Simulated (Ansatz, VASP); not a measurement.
# Sn: VASP beside Ansatz

```
Sn
1.0
     0.00000    3.11578    3.11578
     3.11578    0.00000    3.11578
     3.11578    3.11578    0.00000
Sn
2
Direct
  0.50000 0.50000 0.50000
  0.75000 0.75000 0.75000
```

Change from the starting cell: strain -0.040 along x and y, -0.040 along z, atoms carried along.

Alike in both runs: task single point; functional PBEsol; k mesh 12 × 12 × 12; occupations gaussian, width 0.15 eV; no spin polarisation.

|  | VASP | Ansatz |
| --- | --- | --- |
| version | VASP 6.6.1 | Ansatz 0.2.0 |
| potentials or method | VASP PAW PBE potentials, release 64 (Sn_d), cutoff 520 eV | scalar-relativistic, plane waves, PAW |
| valence electrons in the cell | 28 | 28 |

Ansatz gave:

- gap on the k mesh at the Fermi level (eV): 0.09
- least direct gap on the mesh (eV): 0.09
- pressure (GPa): 8.6

Q: Estimate VASP's values.

A: gap on the k mesh at the Fermi level (eV): 0.09; least direct gap on the mesh (eV): 0.09; pressure (GPa): 8.4.

VASP's potentials were made for PBE, not for PBEsol. With one functional, cell and mesh, what is left measures potentials, basis and numerics.
